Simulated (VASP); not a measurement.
# Ir (R-3m) in VASP: a series of runs

The runs below take Ir through electric field gradients, with PBEsol.

Everything below comes from runs of VASP 6.6.1. Logs are shortened: lines on timing, memory, paths and dates and some standing lists are left out, and cuts for length are marked.

## 1. The cell of the first run

It takes space group R-3m (No. 166, trigonal). Conventional cell: a = 2.688 Å, b = 2.688 Å, c = 6.783 Å, α = 90.00°, β = 90.00°, γ = 120.00°. Within 3.5 Å of Ir (site symmetry -3m) lie 12 Ir at 2.69 to 2.74 Å.

## 2. Electric field gradients, PBEsol (equal xy, yz and zx shear strains of +2 %)

Input file INCAR:

```
SYSTEM = Ir
  ALGO = Normal
  EDIFF = 1E-8
  ENCUT = 420
  GGA = PS
  GGA_COMPAT = .False.
  ISIF = 2
  ISMEAR = -1
  LASPH = .True.
  LCHARG = .False.
  LEFG = .True.
  LREAL = .False.
  LWAVE = .False.
  NBANDS = 14
  NELM = 120
  PREC = Accurate
  SIGMA = 0.05
```

Input file KPOINTS:

```
k-points
0
Gamma
  18 18 18
  0 0 0
```

Input file POSCAR:

```
Ir
1.0
    0.0383940000      1.9388970000      1.9388970000
    1.9388970000      0.0383940000      1.9388970000
    1.9388970000      1.9388970000      0.0383940000
Ir
1
Direct
    0.0000000000      0.0000000000      0.0000000000
```

Potentials or basis: VASP PAW PBE potentials, release 64 (Ir_sv_GW).

On the command line:

```console
$ cat potpaw_PBE.64/Ir_sv_GW/POTCAR > POTCAR
$ mpirun -np 1 vasp_std > vasp.out
```

OUTCAR:

```text
SYSTEM = Ir
   EDIFF = 1E-8
   ENCUT = 420
   GGA = PS
   ISIF = 2
   ISMEAR = -1
   LASPH = .True.
   LREAL = .False.
   NELM = 120
   PREC = Accurate

 ion  position               nearest neighbor table
   1  0.000  0.000  0.000-

  LATTYP: Found a trigonal (rhomboedric) cell.
 ALAT       =     2.7422832189
 COS(alpha) =     0.5197000882

  Lattice vectors:

 A1 = (   0.0383940000,   1.9388970000,   1.9388970000)
 A2 = (   1.9388970000,   0.0383940000,   1.9388970000)
 A3 = (   1.9388970000,   1.9388970000,   0.0383940000)

Analysis of symmetry for initial positions (statically):
=====================================================================
 Subroutine PRICEL returns:
 Original cell was already a primitive cell.

 Routine SETGRP: Setting up the symmetry group for a
 trigonal (rhombohedral) supercell.

 Subroutine GETGRP returns: Found 12 space group operations
 (whereof 12 operations were pure point group operations)
 out of a pool of 12 trial point group operations.

The static configuration has the point symmetry D_3d.

Analysis of symmetry for dynamics (positions and initial velocities):
=====================================================================
 Subroutine PRICEL returns:
 Original cell was already a primitive cell.

 Routine SETGRP: Setting up the symmetry group for a
 trigonal (rhombohedral) supercell.

 Subroutine GETGRP returns: Found 12 space group operations
 (whereof 12 operations were pure point group operations)
 out of a pool of 12 trial point group operations.

The dynamic configuration has the point symmetry D_3d.

 Subroutine INISYM returns: Found 12 space group operations
 (whereof 12 operations are pure point group operations),
 and found     1 'primitive' translations

----------------------------------------------------------------------------------------

                                     Primitive cell

  volume of cell :      14.1449

  direct lattice vectors                    reciprocal lattice vectors
     0.038394000  1.938897000  1.938897000    -0.265667542  0.260508949  0.260508949
     1.938897000  0.038394000  1.938897000     0.260508949 -0.265667542  0.260508949
     1.938897000  1.938897000  0.038394000     0.260508949  0.260508949 -0.265667542

  length of vectors
     2.742283219  2.742283219  2.742283219     0.454212580  0.454212580  0.454212580

  position of ions in fractional coordinates (direct lattice)
     0.000000000  0.000000000  0.000000000

  ion indices of the primitive-cell ions
   primitive index   ion index
                 1           1

----------------------------------------------------------------------------------------

 KPOINTS: k-points

Automatic generation of k-mesh.
 Grid dimensions read from file:
 generate k-points for:   18   18   18

 Generating k-lattice:

  Cartesian coordinates                     Fractional coordinates (reciprocal lattice)
    -0.014759308  0.014472719  0.014472719     0.055555556 -0.000000000 -0.000000000
     0.014472719 -0.014759308  0.014472719    -0.000000000  0.055555556 -0.000000000
     0.014472719  0.014472719 -0.014759308    -0.000000000 -0.000000000  0.055555556

  Length of vectors
     0.025234032  0.025234032  0.025234032

  Shift w.r.t. Gamma in fractional coordinates (k-lattice)
     0.000000000  0.000000000  0.000000000

 Subroutine IBZKPT returns following result:
 ===========================================

 Found    580 irreducible k-points:

 Following reciprocal coordinates:
            Coordinates               Weight
  0.000000  0.000000  0.000000      1.000000
  0.055556  0.000000  0.000000      6.000000
  0.111111  0.000000  0.000000      6.000000
  0.166667  0.000000  0.000000      6.000000
  0.222222  0.000000  0.000000      6.000000
  0.277778  0.000000  0.000000      6.000000
[... 16 lines left out ...]
 -0.277778  0.055556 -0.000000     12.000000
 -0.222222  0.055556 -0.000000     12.000000
 [... further k-points ...]
   k-points           NKPTS =    580   k-points in BZ     NKDIM =    580   number of bands    NBANDS=     14
   number of dos      NEDOS =    301   number of ions     NIONS =      1
   total plane-waves  NPLWV =   5832
   dimension x,y,z NGX =    18 NGY =   18 NGZ =   18
   dimension x,y,z NGXF=    36 NGYF=   36 NGZF=   36
   ions per type =               1
   NGX,Y,Z   is equivalent  to a cutoff of  10.91, 10.91, 10.91 a.u.
   NGXF,Y,Z  is equivalent  to a cutoff of  21.82, 21.82, 21.82 a.u.
 SYSTEM =  Ir
   PREC   = accura    normal or accurate (medium, high low for compatibility)
   ISTART =      0    job   : 0-new  1-cont  2-samecut
   ICHARG =      2    charge: 1-file 2-atom 10-const
   ISPIN  =      1    spin polarized calculation?
   LNONCOLLINEAR =      F non collinear calculations
   LSORBIT =      F    spin-orbit coupling
   LASPH  =      T    aspherical Exc in radial PAW
   ENCUT  =  420.0 eV  30.87 Ry    5.56 a.u.   4.58  4.58  4.58*2*pi/ulx,y,z
   NELM   =    120;   NELMIN=  2; NELMDL= -5     # of ELM steps
   EDIFF  = 0.1E-07   stopping-criterion for ELM
   LREAL  =      F    real-space projection
   EDIFFG = 0.1E-06   stopping-criterion for IOM
   NSW    =      0    number of steps for IOM
   IBRION =     -1    ionic relax: 0-MD 1-quasi-New 2-CG
   NFREE  =      0    steps in history (QN), initial steepest desc. (CG)
   ISIF   =      2    stress and relaxation
   ISYM   =      2    0-nonsym 1-usesym 2-fastsym
   POTIM  = 0.5000    time-step for ionic-motion
   TEBEG  =    0.0;   TEEND  =   0.0 temperature during run
   PSTRESS=    0.0 pullay stress
   NELECT =      17.0000    total number of electrons
   NUPDOWN=      -1.0000    fix difference up-down
   EMIN   =  10.00;   EMAX   =-10.00  energy-range for DOS
   EFERMI =   0.00;   METHOD = LEGACY
   ISMEAR =    -1;   SIGMA  =   0.05  broadening in eV -4-tet -1-fermi 0-gaus
   EFERMI_NEDOS =   21; number of points for ismear=-14 and -15
   IALGO  =     38    algorithm
   IMIX   =      4    mixing-type and parameters
     AMIX     =   0.40;   BMIX     =  1.00
     AMIX_MAG =   1.60;   BMIX_MAG =  1.00
  volume/ion in A,a.u.               =      14.14        95.45
  Fermi-wavevector in a.u.,A,eV,Ry     =   1.740568  3.289196 41.219883  3.029576
  Thomas-Fermi vector in A             =   2.813192
   LORBIT       =      0    0 simple, 1 ext, 2 COOP (PROOUT), +10 PAW based schemes
   GGA     = PS    functional components
   LHFCALC =     F    Hartree Fock is set to
   AEXX    =    0.0000 exact exchange contribution
   IVDW    =     0    specifies the selected vdW correction
   LEPSILON=     F    determine dielectric tensor
   LRPA    =     F    only Hartree local field effects (RPA)
 non-spin polarized calculation
  energy-cutoff  :      420.00
  volume of cell :       14.14
 maximum number of plane-waves:       290
   NGX =  9   NGY =  9   NGZ =  9

 number of electron      16.9999999 magnetization

 Free energy of the ion-electron system (eV)
  ---------------------------------------------------
  ext. energy  EPLUGINS =         0.00000000
  ---------------------------------------------------
  free energy    TOTEN  =       -10.38003945 eV

  energy without entropy =      -10.37233879  energy(sigma->0) =      -10.37618912

 E-fermi :  12.7707     XC(G=0): -14.7060

 val. band max:       12.7657813690   @ k =  -0.2778   0.2222   0.1111
 cond. band min:      12.7743460948   @ k =  -0.1667  -0.3889   0.1111
 fundamental gap:      0.0085647258
 Fermi energy:        12.7707091685

 k-point     1 :       0.0000    0.0000    0.0000
  band No.  band energies     occupation
      1     -80.2053      2.00000
      2     -36.6760      2.00000
      3     -36.6506      2.00000
      4     -36.6506      2.00000
      5       1.5821      2.00000
      6       8.5418      2.00000
      7       8.9846      2.00000
      8       8.9846      2.00000
      9      11.5793      2.00000
     10      11.5793      2.00000
     11      26.3184      0.00000
     12      31.2408      0.00000
     13      32.1574      0.00000
     14      32.1574      0.00000

 k-point     2 :       0.0556    0.0000    0.0000
  band No.  band energies     occupation
      1     -80.2032      2.00000
      2     -36.6845      2.00000
      3     -36.6707      2.00000
      4     -36.6545      2.00000
      5       1.7232      2.00000
      6       8.5890      2.00000
      7       8.9156      2.00000
      8       9.0560      2.00000
      9      11.5316      2.00000
     10      11.5348      2.00000
[... 362 lines left out ...]
 k-point    24 :      -0.2222    0.0556   -0.0000
  band No.  band energies     occupation
      1     -80.1709      2.00000
      2     -37.0529      2.00000
      3     -36.7403      2.00000
      4     -36.7105      2.00000
      5       3.8514      2.00000
      6       8.2029      2.00000
      7       9.1396      2.00000
      8       9.5903      2.00000
      9      11.1628      2.00000
     10      12.0995      2.00000
     11      26.6259      0.00000
     12      29.3701      0.00000
     13      34.3020      0.00000
     14      35.6976      0.00000

 [... further k-points ...]
[... 5 lines left out ...]
  --------------------------------------------------------------------------------------
  -------------------------------------------------------------------------------------
  Total       -0.3855168     -0.3855168     -0.3855168     -0.4776644     -0.4776644     -0.4776644
  in kB      -43.6669916    -43.6669916    -43.6669916    -54.1044253    -54.1044253    -54.1044253
  external PRESSURE =     -43.6669916 kB  Pullay stress =       0.0000000 kB

 VOLUME and BASIS-vectors are now :
 -----------------------------------------------------------------------------
  energy-cutoff  :      420.00
  volume of cell :       14.14
      direct lattice vectors                 reciprocal lattice vectors
     0.038394000  1.938897000  1.938897000    -0.265667542  0.260508949  0.260508949
     1.938897000  0.038394000  1.938897000     0.260508949 -0.265667542  0.260508949
     1.938897000  1.938897000  0.038394000     0.260508949  0.260508949 -0.265667542

 POSITION                                       TOTAL-FORCE (eV/Angst)
 -----------------------------------------------------------------------------------
      0.00000      0.00000      0.00000         0.000000      0.000000     -0.000000
 -----------------------------------------------------------------------------------
    total drift:                                0.000000     -0.000000      0.000000

  FREE ENERGIE OF THE ION-ELECTRON SYSTEM (eV)
  ---------------------------------------------------
  free  energy   TOTEN  =       -10.3800394541 eV

  energy  without entropy=      -10.3723387887  energy(sigma->0) =      -10.37618912

 Electric field gradients (V/A^2)
---------------------------------------------------------------------
 ion       V_xx      V_yy      V_zz      V_xy      V_xz      V_yz
---------------------------------------------------------------------
   1       0.000    -0.000    -0.000    20.192    20.192    20.192
---------------------------------------------------------------------

 Electric field gradients after diagonalization (V/A^2)
 (convention: |V_zz| > |V_xx| > |V_yy|)
----------------------------------------------------------------------
 ion       V_xx      V_yy      V_zz     asymmetry (V_yy - V_xx)/ V_zz
----------------------------------------------------------------------
   1     -20.192   -20.192    40.383       0.000
----------------------------------------------------------------------

           NMR quadrupolar parameters

 Cq : quadrupolar parameter    Cq=e*Q*V_zz/h
 eta: asymmetry parameters     (V_yy - V_xx)/ V_zz
 Q  : nuclear electric quadrupole moment in mb (millibarn)
----------------------------------------------------------------------
 ion       Cq(MHz)       eta       Q (mb)
----------------------------------------------------------------------
   1       0.098       0.000       1.000
----------------------------------------------------------------------
```

Run time: 35 s. Hardware: 1 thread of Intel Xeon 6975P-C (Granite Rapids), shared host; peak memory 0.19 GiB.

What came out:

| Property | Result |
| --- | --- |
| Free energy | -10.3800 eV |
| Pressure | -4.4 GPa |
| Band gap on the k mesh | zero (an odd number of electrons rules out a gap without spin polarisation) |
| Largest electric field gradient by atom | Ir +40.4 V/Å² |

Levels at points of the mesh, in eV from the Fermi level:
```tsv
k point	band 5	band 6	band 7	band 8	band 9	band 10	band 11	band 12
(0.00, 0.00, 0.00)	-11.19	-4.23	-3.79	-3.79	-1.19	-1.19	13.55	18.47
(0.50, 0.00, 0.00)	-8.13	-4.31	-3.78	-0.72	0.74	1.09	7.40	13.15
(0.50, 0.50, 0.00)	-7.96	-7.39	0.83	1.46	1.50	1.63	10.50	11.06
(0.50, 0.50, 0.50)	-8.23	-3.96	-3.96	-1.12	0.81	0.81	6.78	13.44
```

Electric field gradients, principal values (V/Å²):
```
atom    least   middle  greatest (by size)
1 Ir  -20.192  -20.192              40.383
```

Caveat: the cell differs from its parent crystal (equal xy, yz and zx shear strains of +2 %); the cell stands under tension; without QUAD_EFG the Cq values of the log hold for a quadrupole moment of 1 mb, not for the nuclei; the PAW data sets were made with another functional, which shifts forces and pressure a little; spin-orbit coupling is left out, which moves the levels of the heavy elements.

(Part 1 of 2 ends here.)
